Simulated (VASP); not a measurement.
# Ir (P-1) in VASP: single point with r2SCAN

Aim: the single point of Ir with r2SCAN.

All numbers are computed with VASP 6.6.1; they aren't measurements. Logs are shortened: lines on timing, memory, paths and dates and some standing lists are left out, and cuts for length are marked.

## Step 1: The cell of the first run

The typed cell holds 2 atoms: a = 2.729 Å, b = 2.729 Å, c = 4.422 Å, α = 90.00°, β = 90.00°, γ = 120.00°.

## Step 2: Single point, r2SCAN (atom 1 moved 0.30 Å)

Input file POSCAR:

```
Ir
1.0
    2.7292665793      0.0000000000      0.0000000000
   -1.3646332897      2.3636141914      0.0000000000
    0.0000000000      0.0000000000      4.4217407521
Ir
2
Direct
    0.7276919922      0.3788848267      0.7507165353
    0.2723080078      0.6211151733      0.2492834647
```

Input file INCAR.step1:

```
SYSTEM = Ir
  PREC = Accurate
  ENCUT = 520
  ISMEAR = 0
  SIGMA = 0.15
  LREAL = .False.
  LASPH = .True.
  NELM = 60
  NBANDS = 16
  GGA = PE
  ALGO = Normal
  EDIFF = 1E-4
  LWAVE = .True.
  LCHARG = .False.
```

Input file INCAR.step2:

```
SYSTEM = Ir
  PREC = Accurate
  ENCUT = 520
  EDIFF = 1E-6
  ISMEAR = 0
  SIGMA = 0.15
  LREAL = .False.
  LASPH = .True.
  NELM = 60
  ALGO = Normal
  ISIF = 2
  LWAVE = .False.
  LCHARG = .True.
  METAGGA = R2SCAN
  LMIXTAU = .True.
  LELF = .True.
  LVHAR = .True.
  NBANDS = 16
  ISTART = 1
```

Input file KPOINTS:

```
regular mesh
0
Gamma
  12 12 8
  0 0 0
```

Potentials or basis: VASP PAW PBE potentials, release 64 (Ir).

Started as:

```bash
cat potpaw_PBE.64/Ir/POTCAR > POTCAR
cp INCAR.step1 INCAR
mpirun -np 1 vasp_std > vasp.out
cp INCAR.step2 INCAR
mpirun -np 1 vasp_std > vasp.out
```

OUTCAR:

```text
SYSTEM = Ir
   PREC = Accurate
   ENCUT = 520
   EDIFF = 1E-6
   ISMEAR = 0
   LREAL = .False.
   LASPH = .True.
   NELM = 60
   ISIF = 2
   METAGGA = R2SCAN
   ISTART = 1

 ion  position               nearest neighbor table
   1  0.728  0.379  0.751-   2 2.55   2 2.57   2 2.77   2 2.78   2 2.85   2 2.86
   2  0.272  0.621  0.249-   1 2.55   1 2.57   1 2.77   1 2.78   1 2.85   1 2.86

  LATTYP: Found a hexagonal cell.
 ALAT       =     2.7292665793
 C/A-ratio  =     1.6201205062

  Lattice vectors:

 A1 = (   2.7292665793,   0.0000000000,   0.0000000000)
 A2 = (  -1.3646332897,   2.3636141914,   0.0000000000)
 A3 = (   0.0000000000,   0.0000000000,   4.4217407521)

Analysis of symmetry for initial positions (statically):
=====================================================================
 Subroutine PRICEL returns:
 Original cell was already a primitive cell.

 Routine SETGRP: Setting up the symmetry group for a
 hexagonal supercell.

 Subroutine GETGRP returns: Found  2 space group operations
 (whereof  2 operations were pure point group operations)
 out of a pool of 24 trial point group operations.

The static configuration has the point symmetry S_2 .

Analysis of symmetry for dynamics (positions and initial velocities):
=====================================================================
 Subroutine PRICEL returns:
 Original cell was already a primitive cell.

 Routine SETGRP: Setting up the symmetry group for a
 hexagonal supercell.

 Subroutine GETGRP returns: Found  2 space group operations
 (whereof  2 operations were pure point group operations)
 out of a pool of 24 trial point group operations.

The dynamic configuration has the point symmetry S_2 .

 Subroutine INISYM returns: Found  2 space group operations
 (whereof  2 operations are pure point group operations),
 and found     1 'primitive' translations

----------------------------------------------------------------------------------------

                                     Primitive cell

  volume of cell :      28.5244

  direct lattice vectors                    reciprocal lattice vectors
     2.729266579  0.000000000  0.000000000     0.366398800  0.211540446  0.000000000
    -1.364633290  2.363614191  0.000000000     0.000000000  0.423080892  0.000000000
     0.000000000  0.000000000  4.421740752     0.000000000  0.000000000  0.226155276

  length of vectors
     2.729266579  2.729266579  4.421740752     0.423080892  0.423080892  0.226155276

[... 79 lines left out ...]
   NELM   =     60;   NELMIN=  2; NELMDL=  0     # of ELM steps
   EDIFF  = 0.1E-05   stopping-criterion for ELM
   LREAL  =      F    real-space projection
   EDIFFG = 0.1E-04   stopping-criterion for IOM
   NSW    =      0    number of steps for IOM
   IBRION =     -1    ionic relax: 0-MD 1-quasi-New 2-CG
   NFREE  =      0    steps in history (QN), initial steepest desc. (CG)
   ISIF   =      2    stress and relaxation
   ISYM   =      2    0-nonsym 1-usesym 2-fastsym
   POTIM  = 0.5000    time-step for ionic-motion
   TEBEG  =    0.0;   TEEND  =   0.0 temperature during run
   PSTRESS=    0.0 pullay stress
   NELECT =      18.0000    total number of electrons
   NUPDOWN=      -1.0000    fix difference up-down
   EMIN   =  10.00;   EMAX   =-10.00  energy-range for DOS
   EFERMI =   0.00;   METHOD = LEGACY
   ISMEAR =     0;   SIGMA  =   0.15  broadening in eV -4-tet -1-fermi 0-gaus
   EFERMI_NEDOS =   21; number of points for ismear=-14 and -15
   IALGO  =     38    algorithm
   IMIX   =      4    mixing-type and parameters
     AMIX     =   0.40;   BMIX     =  1.00
     AMIX_MAG =   1.60;   BMIX_MAG =  1.00
  volume/ion in A,a.u.               =      14.26        96.25
  Fermi-wavevector in a.u.,A,eV,Ry     =   1.404194  2.653542 26.827427  1.971760
  Thomas-Fermi vector in A             =   2.526780
   LORBIT       =      0    0 simple, 1 ext, 2 COOP (PROOUT), +10 PAW based schemes
   METAGGA = R2SCAN    functional components
   LHFCALC =     F    Hartree Fock is set to
   AEXX    =    0.0000 exact exchange contribution
   IVDW    =     0    specifies the selected vdW correction
   LEPSILON=     F    determine dielectric tensor
   LRPA    =     F    only Hartree local field effects (RPA)
 non-spin polarized calculation
 Gauss-broadening in eV      SIGMA  =   0.15
  energy-cutoff  :      520.00
  volume of cell :       28.52
 maximum number of plane-waves:       785
   NGX = 11   NGY = 11   NGZ = 17

 number of electron      17.9999998 magnetization

 Free energy of the ion-electron system (eV)
  ---------------------------------------------------
  ext. energy  EPLUGINS =         0.00000000
  ---------------------------------------------------
  free energy    TOTEN  =      -104.34650396 eV

  energy without entropy =     -104.31849873  energy(sigma->0) =     -104.33250135

 E-fermi :  10.1327     XC(G=0): -15.2619

 val. band max:       10.1311062878   @ k =   0.3333  -0.0833   0.5000
 cond. band min:      10.1368336718   @ k =   0.1667   0.0833   0.3750
 fundamental gap:      0.0057273840
 Fermi energy:        10.1326537191

 k-point     1 :       0.0000    0.0000    0.0000
  band No.  band energies     occupation
      1      -1.3893      2.00000
      2       1.7784      2.00000
      3       5.5764      2.00000
      4       6.1502      2.00000
      5       6.4849      2.00000
      6       6.6942      2.00000
[... 433 lines left out ...]
      3       4.9155      2.00000
      4       5.0635      2.00000
      5       5.9473      2.00000
      6       6.7898      2.00000
[... 8 lines left out ...]
     15      26.7941      0.00000
     16      28.4819      0.00000

 [... further k-points ...]

------------------------ aborting loop because EDIFF is reached ----------------------------------------

  FORCE on cell =-STRESS in cart. coord.  units (eV):
  Direction    XX          YY          ZZ          XY          YZ          ZX
  --------------------------------------------------------------------------------------
  -------------------------------------------------------------------------------------
  Total        0.9292532      0.5708521      2.2367039      0.4833689      0.0471499      0.0659591
  in kB       52.1949903     32.0640511    125.6328644     27.1502258      2.6483520      3.7048415
  external PRESSURE =      69.9639686 kB  Pullay stress =       0.0000000 kB

 VOLUME and BASIS-vectors are now :
 -----------------------------------------------------------------------------
  energy-cutoff  :      520.00
  volume of cell :       28.52
      direct lattice vectors                 reciprocal lattice vectors
     2.729266579  0.000000000  0.000000000     0.366398800  0.211540446  0.000000000
    -1.364633290  2.363614191  0.000000000     0.000000000  0.423080892  0.000000000
     0.000000000  0.000000000  4.421740752     0.000000000  0.000000000  0.226155276

 POSITION                                       TOTAL-FORCE (eV/Angst)
 -----------------------------------------------------------------------------------
      1.46903      0.89554      3.31947        -1.156406     -0.965583     -0.112742
     -0.10439      1.46808      1.10227         1.156406      0.965583      0.112742
 -----------------------------------------------------------------------------------
    total drift:                                0.000000     -0.000000      0.000000

  FREE ENERGIE OF THE ION-ELECTRON SYSTEM (eV)
  ---------------------------------------------------
  free  energy   TOTEN  =      -104.3465039632 eV

  energy  without entropy=     -104.3184987315  energy(sigma->0) =     -104.33250135
```

OSZICAR.step1:

```text
N       E                     dE             d eps       ncg     rms          rms(c)
DAV:   1     0.143367724187E+03    0.14337E+03   -0.84843E+03 18560   0.113E+03
DAV:   2    -0.146535086295E+02   -0.15802E+03   -0.14241E+03 18584   0.308E+02
DAV:   3    -0.183474293293E+02   -0.36939E+01   -0.36394E+01 25440   0.561E+01
DAV:   4    -0.183881738685E+02   -0.40745E-01   -0.40734E-01 20976   0.498E+00
DAV:   5    -0.183893169791E+02   -0.11431E-02   -0.11431E-02 26040   0.873E-01    0.218E+01
DAV:   6    -0.175051348478E+02    0.88418E+00   -0.10797E+00 23632   0.135E+01    0.922E+00
DAV:   7    -0.173344200094E+02    0.17071E+00   -0.36793E-01 25144   0.741E+00    0.211E+00
DAV:   8    -0.173254846187E+02    0.89354E-02   -0.67651E-03 21280   0.795E-01    0.930E-01
DAV:   9    -0.173223917256E+02    0.30929E-02   -0.41255E-03 24968   0.811E-01    0.233E-02
DAV:  10    -0.173223999052E+02   -0.81796E-05   -0.24287E-05 14160   0.478E-02
   1 F= -.17322400E+02 E0= -.17307971E+02  d E =-.288573E-01
```

It took 22 min on 1 thread of Oxide Virtual Turin-like, shared host; peak memory 0.29 GiB.

Results:

```
Free energy            : -104.3465 eV
Pressure               : 7.0 GPa
Largest force          : 1.511 eV/Å
Band gap on the k mesh : zero (bands 9 and 10 overlap by 3.67 eV)
```

Forces on the atoms (eV/Å):
```
Ir  -1.156 -0.966 -0.113
Ir   1.156  0.966  0.113
```

Stress tensor (GPa, compression positive):
```
 5.22  2.72  0.37
 2.72  3.21  0.26
 0.37  0.26 12.56
```

Caveat: the cell differs from its parent crystal (atom 1 moved 0.30 Å); the stress differs along the axes, from 3 to 13 GPa; the PAW data sets were made with another functional, which shifts forces and pressure a little; spin-orbit coupling is left out, which moves the levels of the heavy elements.
